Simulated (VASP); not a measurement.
# Mg2I (P4/mmm) in VASP: a series of runs

Runs on Mg2I. Level: PBE. Tasks: single point, relaxation of cell and atoms.

Program: VASP 6.6.1. These are calculated values, not measurements. Logs are shortened: lines on timing, memory, paths and dates and some standing lists are left out, and cuts for length are marked.

## (1) The cell of the first run

The structure is tetragonal, space group P4/mmm (No. 123). Conventional cell: a = 6.222 Å, b = 6.222 Å, c = 3.592 Å, α = 90.00°, β = 90.00°, γ = 90.00°. Within 4.1 Å of Mg (site symmetry mmm) lie 2 I at 3.11 Å and 2 Mg at 3.59 Å. Within 4.1 Å of I (site symmetry 4/mmm) lie 4 Mg at 3.11 Å and 2 I at 3.59 Å.

## (2) Single point, PBE

The input, INCAR:

```
SYSTEM = Mg2I
PREC = Accurate
ENCUT = 520
EDIFF = 1E-6
ISMEAR = 0
SIGMA = 0.1
LREAL = .FALSE.
LASPH = .TRUE.
NELM = 80
ALGO = Normal
ISIF = 2
LWAVE = .FALSE.
LCHARG = .FALSE.
GGA = PE
NBANDS = 12
```

The input, KPOINTS:

```
regular mesh
0
G
  8 8 12
  0 0 0
```

The input, POSCAR:

```
Mg2I
1.0
    6.2219531803      0.0000000000      0.0000000000
    0.0000000000      6.2219531803      0.0000000000
    0.0000000000      0.0000000000      3.5919490134
Mg I
2 1
Direct
    0.0000000000      0.5000000000      0.0000000000
    0.5000000000      0.0000000000      0.0000000000
    0.5000000000      0.5000000000      0.0000000000
```

Potentials or basis: VASP PAW PBE potentials, release 64 (Mg, I).

On the command line:

```
$ cat potpaw_PBE.64/Mg/POTCAR potpaw_PBE.64/I/POTCAR > POTCAR
$ mpirun -np 1 vasp_std > vasp.out
```

OUTCAR:

```text
SYSTEM = Mg2I
   PREC = Accurate
   ENCUT = 520
   EDIFF = 1E-6
   ISMEAR = 0
   LREAL = .FALSE.
   LASPH = .TRUE.
   NELM = 80
   ISIF = 2
   GGA = PE

 ion  position               nearest neighbor table
   1  0.000  0.500  0.000-   3 3.11   3 3.11
   2  0.500  0.000  0.000-   3 3.11   3 3.11
   3  0.500  0.500  0.000-   1 3.11   2 3.11   2 3.11   1 3.11

  LATTYP: Found a simple tetragonal cell.
 ALAT       =     6.2219531803
 C/A-ratio  =     0.5773024819

  Lattice vectors:

 A1 = (   6.2219531803,   0.0000000000,   0.0000000000)
 A2 = (   0.0000000000,   6.2219531803,   0.0000000000)
 A3 = (   0.0000000000,   0.0000000000,   3.5919490134)

Analysis of symmetry for initial positions (statically):
=====================================================================
 Subroutine PRICEL returns:
 Original cell was already a primitive cell.

 Routine SETGRP: Setting up the symmetry group for a
 simple tetragonal supercell.

 Subroutine GETGRP returns: Found 16 space group operations
 (whereof 16 operations were pure point group operations)
 out of a pool of 16 trial point group operations.

The static configuration has the point symmetry D_4h.

Analysis of symmetry for dynamics (positions and initial velocities):
=====================================================================
 Subroutine PRICEL returns:
 Original cell was already a primitive cell.

 Routine SETGRP: Setting up the symmetry group for a
 simple tetragonal supercell.

 Subroutine GETGRP returns: Found 16 space group operations
 (whereof 16 operations were pure point group operations)
 out of a pool of 16 trial point group operations.

The dynamic configuration has the point symmetry D_4h.

 Subroutine INISYM returns: Found 16 space group operations
 (whereof 16 operations are pure point group operations),
 and found     1 'primitive' translations

----------------------------------------------------------------------------------------

                                     Primitive cell

  volume of cell :     139.0540

  direct lattice vectors                    reciprocal lattice vectors
     6.221953180  0.000000000  0.000000000     0.160721235  0.000000000  0.000000000
     0.000000000  6.221953180  0.000000000     0.000000000  0.160721235  0.000000000
     0.000000000  0.000000000  3.591949013     0.000000000  0.000000000  0.278400388

  length of vectors
     6.221953180  6.221953180  3.591949013     0.160721235  0.160721235  0.278400388

  position of ions in fractional coordinates (direct lattice)
     0.000000000  0.500000000  0.000000000
     0.500000000  0.000000000  0.000000000
     0.500000000  0.500000000  0.000000000

  ion indices of the primitive-cell ions
   primitive index   ion index
                 1           1
                 2           2
                 3           3

----------------------------------------------------------------------------------------

 KPOINTS: regular mesh

Automatic generation of k-mesh.
 Grid dimensions read from file:
 generate k-points for:    8    8   12

 Generating k-lattice:

  Cartesian coordinates                     Fractional coordinates (reciprocal lattice)
     0.020090154  0.000000000  0.000000000     0.125000000  0.000000000  0.000000000
     0.000000000  0.020090154  0.000000000     0.000000000  0.125000000  0.000000000
     0.000000000  0.000000000  0.023200032     0.000000000  0.000000000  0.083333333

  Length of vectors
     0.020090154  0.020090154  0.023200032

  Shift w.r.t. Gamma in fractional coordinates (k-lattice)
     0.000000000  0.000000000  0.000000000

 Subroutine IBZKPT returns following result:
 ===========================================

 Found    105 irreducible k-points:

 Following reciprocal coordinates:
            Coordinates               Weight
  0.000000  0.000000  0.000000      1.000000
  0.125000  0.000000  0.000000      4.000000
  0.250000  0.000000  0.000000      4.000000
  0.375000  0.000000  0.000000      4.000000
  0.500000  0.000000  0.000000      2.000000
  0.125000  0.125000  0.000000      4.000000
[... 16 lines left out ...]
  0.375000  0.125000  0.083333     16.000000
  0.500000  0.125000  0.083333      8.000000
 [... further k-points ...]
   k-points           NKPTS =    105   k-points in BZ     NKDIM =    105   number of bands    NBANDS=     12
   number of dos      NEDOS =    301   number of ions     NIONS =      3
   total plane-waves  NPLWV =  64512
   dimension x,y,z NGX =    48 NGY =   48 NGZ =   28
   dimension x,y,z NGXF=    96 NGYF=   96 NGZF=   56
   ions per type =               2   1
   NGX,Y,Z   is equivalent  to a cutoff of  12.83, 12.83, 12.96 a.u.
   NGXF,Y,Z  is equivalent  to a cutoff of  25.65, 25.65, 25.92 a.u.
 SYSTEM =  Mg2I
   PREC   = accura    normal or accurate (medium, high low for compatibility)
   ISTART =      0    job   : 0-new  1-cont  2-samecut
   ICHARG =      2    charge: 1-file 2-atom 10-const
   ISPIN  =      1    spin polarized calculation?
   LNONCOLLINEAR =      F non collinear calculations
   LSORBIT =      F    spin-orbit coupling
   LASPH  =      T    aspherical Exc in radial PAW
   ENCUT  =  520.0 eV  38.22 Ry    6.18 a.u.  11.57 11.57  6.68*2*pi/ulx,y,z
   NELM   =     80;   NELMIN=  2; NELMDL= -5     # of ELM steps
   EDIFF  = 0.1E-05   stopping-criterion for ELM
   LREAL  =      F    real-space projection
   EDIFFG = 0.1E-04   stopping-criterion for IOM
   NSW    =      0    number of steps for IOM
   IBRION =     -1    ionic relax: 0-MD 1-quasi-New 2-CG
   NFREE  =      0    steps in history (QN), initial steepest desc. (CG)
   ISIF   =      2    stress and relaxation
   ISYM   =      2    0-nonsym 1-usesym 2-fastsym
   POTIM  = 0.5000    time-step for ionic-motion
   TEBEG  =    0.0;   TEEND  =   0.0 temperature during run
   PSTRESS=    0.0 pullay stress
   NELECT =      11.0000    total number of electrons
   NUPDOWN=      -1.0000    fix difference up-down
   EMIN   =  10.00;   EMAX   =-10.00  energy-range for DOS
   EFERMI =   0.00;   METHOD = LEGACY
   ISMEAR =     0;   SIGMA  =   0.10  broadening in eV -4-tet -1-fermi 0-gaus
   EFERMI_NEDOS =   21; number of points for ismear=-14 and -15
   IALGO  =     38    algorithm
   IMIX   =      4    mixing-type and parameters
     AMIX     =   0.40;   BMIX     =  1.00
     AMIX_MAG =   1.60;   BMIX_MAG =  1.00
  volume/ion in A,a.u.               =      46.35       312.79
  Fermi-wavevector in a.u.,A,eV,Ry     =   0.702767  1.328037  6.719660  0.493881
  Thomas-Fermi vector in A             =   1.787555
   LORBIT       =      0    0 simple, 1 ext, 2 COOP (PROOUT), +10 PAW based schemes
   GGA     = PE    functional components
   LHFCALC =     F    Hartree Fock is set to
   AEXX    =    0.0000 exact exchange contribution
   IVDW    =     0    specifies the selected vdW correction
   LEPSILON=     F    determine dielectric tensor
   LRPA    =     F    only Hartree local field effects (RPA)
 non-spin polarized calculation
 Gauss-broadening in eV      SIGMA  =   0.10
  energy-cutoff  :      520.00
  volume of cell :      139.05
 maximum number of plane-waves:      3785
 NGX is ok and might be reduce to    48
   NGX = 23   NGY = 23   NGZ = 13

 number of electron      10.9999999 magnetization

 Free energy of the ion-electron system (eV)
  ---------------------------------------------------
  ext. energy  EPLUGINS =         0.00000000
  ---------------------------------------------------
  free energy    TOTEN  =        -3.50506319 eV

  energy without entropy =       -3.49509136  energy(sigma->0) =       -3.50007728

 E-fermi :   1.1419     XC(G=0):  -6.6906

 val. band max:        1.1309770985   @ k =   0.5000   0.3750   0.0000
 cond. band min:       1.1448175117   @ k =   0.2500   0.2500   0.3333
 fundamental gap:      0.0138404132
 Fermi energy:         1.1419343283

 k-point     1 :       0.0000    0.0000    0.0000
  band No.  band energies     occupation
      1     -12.3526      2.00000
      2      -3.1028      2.00000
      3      -3.1028      2.00000
      4      -1.6945      2.00000
      5      -0.5807      2.00000
      6       0.3706      2.00000
      7       3.3135      0.00000
      8       3.3135      0.00000
      9       4.8004      0.00000
     10       5.0251      0.00000
     11       6.9272      0.00000
     12       7.5311      0.00000

 k-point     2 :       0.1250    0.0000    0.0000
  band No.  band energies     occupation
      1     -12.3506      2.00000
      2      -3.2671      2.00000
      3      -3.0967      2.00000
      4      -1.5236      2.00000
      5      -0.4450      2.00000
      6       0.3722      2.00000
      7       3.0718      0.00000
      8       3.0805      0.00000
      9       5.1667      0.00000
     10       5.3942      0.00000
     11       6.7283      0.00000
     12       6.9738      0.00000

 k-point     3 :       0.2500    0.0000    0.0000
  band No.  band energies     occupation
      1     -12.3457      2.00000
      2      -3.5549      2.00000
      3      -3.0819      2.00000
      4      -1.2672      2.00000
      5      -0.0267      2.00000
      6       0.3760      2.00000
      7       2.7014      0.00000
      8       2.7082      0.00000
      9       5.3677      0.00000
     10       5.9087      0.00000
     11       6.3170      0.00000
     12       7.0711      0.00000

 k-point     4 :       0.3750    0.0000    0.0000
  band No.  band energies     occupation
      1     -12.3408      2.00000
      2      -3.7699      2.00000
      3      -3.0667      2.00000
      4      -1.1127      2.00000
      5       0.3799      2.00000
      6       0.5005      2.00000
      7       2.4424      0.00000
      8       2.5580      0.00000
      9       4.2533      0.00000
     10       6.6069      0.00000
     11       6.9607      0.00000
     12       7.4664      0.00000

 k-point     5 :       0.5000    0.0000    0.0000
  band No.  band energies     occupation
      1     -12.3388      2.00000
      2      -3.8467      2.00000
      3      -3.0604      2.00000
      4      -1.0615      2.00000
      5       0.3815      2.00000
      6       0.7430      2.00000
      7       2.3488      0.00000
      8       2.6860      0.00000
      9       3.6257      0.00000
     10       6.8612      0.00000
     11       7.0689      0.00000
     12       8.1215      0.00000
[... 228 lines left out ...]
      1     -12.3124      2.00000
      2      -3.2341      2.00000
      3      -3.1873      2.00000
      4      -1.2777      2.00000
      5      -0.2659      2.00000
      6       0.0362      2.00000
      7       2.5758      0.00000
      8       3.5526      0.00000
      9       5.1022      0.00000
     10       5.8868      0.00000
     11       6.6494      0.00000
     12       6.8246      0.00000

 k-point    22 :       0.2500    0.1250    0.0833
  band No.  band energies     occupation
      1     -12.3076      2.00000
      2      -3.4941      2.00000
      3      -3.1890      2.00000
      4      -0.9717      2.00000
      5       0.0237      2.00000
      6       0.1077      2.00000
      7       2.1098      0.00000
      8       3.5036      0.00000
      9       5.3990      0.00000
     10       5.5566      0.00000
     11       6.4697      0.00000
     12       7.2401      0.00000

 k-point    23 :       0.3750    0.1250    0.0833
  band No.  band energies     occupation
      1     -12.3027      2.00000
      2      -3.7045      2.00000
      3      -3.1715      2.00000
      4      -0.7911      2.00000
      5       0.0457      2.00000
      6       0.5728      2.00000
      7       1.8807      0.00000
      8       3.3658      0.00000
      9       4.3457      0.00000
     10       6.1058      0.00000
     11       6.8333      0.00000
     12       7.4353      0.00000

 k-point    24 :       0.5000    0.1250    0.0833
  band No.  band energies     occupation
      1     -12.3007      2.00000
      2      -3.7801      2.00000
      3      -3.1640      2.00000
      4      -0.7340      2.00000
      5       0.0499      2.00000
      6       0.7801      2.00000
      7       1.8893      0.00000
      8       3.4454      0.00000
      9       3.7120      0.00000
     10       6.2420      0.00000
     11       7.2132      0.00000
     12       7.3001      0.00000

 [... further k-points ...]

------------------------ aborting loop because EDIFF is reached ----------------------------------------

  FORCE on cell =-STRESS in cart. coord.  units (eV):
  Direction    XX          YY          ZZ          XY          YZ          ZX
  --------------------------------------------------------------------------------------
  -------------------------------------------------------------------------------------
  Total       -0.0166664     -0.0166664     -0.0008146      0.0000000     -0.0000000      0.0000000
  in kB       -0.1920303     -0.1920303     -0.0093860      0.0000000     -0.0000000      0.0000000
  external PRESSURE =      -0.1311489 kB  Pullay stress =       0.0000000 kB

 VOLUME and BASIS-vectors are now :
 -----------------------------------------------------------------------------
  energy-cutoff  :      520.00
  volume of cell :      139.05
      direct lattice vectors                 reciprocal lattice vectors
     6.221953180  0.000000000  0.000000000     0.160721235  0.000000000  0.000000000
     0.000000000  6.221953180  0.000000000     0.000000000  0.160721235  0.000000000
     0.000000000  0.000000000  3.591949013     0.000000000  0.000000000  0.278400388

 POSITION                                       TOTAL-FORCE (eV/Angst)
 -----------------------------------------------------------------------------------
      0.00000      3.11098      0.00000         0.000000      0.000000      0.000000
      3.11098      0.00000      0.00000         0.000000      0.000000      0.000000
      3.11098      3.11098      0.00000         0.000000      0.000000      0.000000
 -----------------------------------------------------------------------------------
    total drift:                               -0.000000     -0.000000      0.000000

  FREE ENERGIE OF THE ION-ELECTRON SYSTEM (eV)
  ---------------------------------------------------
  free  energy   TOTEN  =        -3.5050631934 eV

  energy  without entropy=       -3.4950913586  energy(sigma->0) =       -3.50007728
```

Run time: 1.8 min. Hardware: 1 thread of Intel Xeon 6975P-C, shared host; peak memory 0.37 GiB.

What came out:

- Free energy: -3.5051 eV
- Pressure: 0.0 GPa

Caveat: spin-orbit coupling is left out, which moves the levels of the heavy elements; an odd number of electrons without spin polarisation forces a metal; a magnetic or distorted state may lie lower.

## (3) Relaxation of cell and atoms, PBE

This run uses another cell than the first one, of 46.23 Å³/atom, 0.997 times its volume.

The input, INCAR:

```
SYSTEM = Mg2I
ALGO = Normal
EDIFF = 1E-6
EDIFFG = -0.01
ENCUT = 600
GGA = PE
IBRION = 2
ISIF = 3
ISMEAR = 0
LASPH = .True.
LCHARG = .False.
LREAL = .False.
LWAVE = .False.
NELM = 80
NSW = 100
PREC = Accurate
SIGMA = 0.1
```

The input, KPOINTS:

```
k-points
0
Gamma
  8 8 12
  0 0 0
```

The input, POSCAR:

```
Mg2I
1.0
    6.1597232400      0.0000000000      0.0000000000
    0.0000000000      6.1597232400      0.0000000000
    0.0000000000      0.0000000000      3.6553543414
Mg I
2 1
Direct
    0.0000000000      0.5000000000      0.0000000000
    0.5000000000      0.0000000000      0.0000000000
    0.5000000000      0.5000000000      0.0000000000
```

Potentials or basis: VASP PAW PBE potentials, release 64 (Mg, I).

On the command line:

```
$ cat potpaw_PBE.64/Mg/POTCAR potpaw_PBE.64/I/POTCAR > POTCAR
$ mpirun -np 1 vasp_std > vasp.out
```

Run time: 4.1 min. Hardware: 1 thread of Intel Xeon 6975P-C, shared host; peak memory 0.43 GiB.

The run converged. Its results:

```
Free energy                            : -3.5051 eV
Relaxed volume                         : 46.26 Å³/atom
Relaxed cell                           : a = 6.216 Å, b = 6.216 Å, c = 3.591 Å, α = 90.00°, β = 90.00°, γ = 90.00°
Space group after relaxing (to 0.05 Å) : P4/mmm (No. 123)
Energy gained by relaxing              : 1.9 meV/atom
Ionic steps                            : 4
Pressure after relaxing                : 0.0 GPa
```

Step by step:
| step | energy change (eV) | largest force (eV/Å) | pressure (GPa) | volume (Å³) |
| --- | --- | --- | --- | --- |
| 1 | 0.0000 | 0.0000 | 0.01 | 138.69 |
| 2 | -0.0034 | 0.0000 | 0.01 | 138.73 |
| 3 | -0.0056 | 0.0000 | 0.02 | 138.78 |
| 4 | -0.0056 | 0.0000 | 0.00 | 138.78 |

Final structure:
```
Mg I
1.0
     6.21649    0.00000    0.00000
     0.00000    6.21649    0.00000
     0.00000    0.00000    3.59110
Mg I
2 1
Direct
  0.00000 0.50000 0.00000
  0.50000 0.00000 0.00000
  0.50000 0.50000 0.00000
```

Levels at points of the mesh, in eV from the Fermi level:
| k point | band 3 | band 4 | band 5 | band 6 | band 7 | band 8 | band 9 |
| --- | --- | --- | --- | --- | --- | --- | --- |
| (0.00, 0.00, 0.00) | -4.26 | -2.84 | -1.72 | -0.78 | 2.17 | 2.17 | 3.66 |
| (0.50, 0.00, 0.00) | -4.21 | -2.20 | -0.77 | -0.40 | 1.20 | 1.55 | 2.49 |
| (0.50, 0.50, 0.00) | -4.92 | -0.76 | -0.61 | -0.06 | -0.06 | 2.09 | 2.98 |
| (0.00, 0.00, 0.50) | -3.47 | -3.47 | -0.37 | 0.68 | 0.80 | 1.42 | 3.19 |
| (0.50, 0.00, 0.50) | -3.89 | -3.45 | 0.16 | 0.30 | 1.14 | 1.74 | 3.13 |
| (0.50, 0.50, 0.50) | -3.85 | -3.85 | 0.35 | 0.35 | 1.50 | 2.28 | 2.28 |

Caveat: spin-orbit coupling is left out, which moves the levels of the heavy elements; an odd number of electrons without spin polarisation forces a metal; a magnetic or distorted state may lie lower.
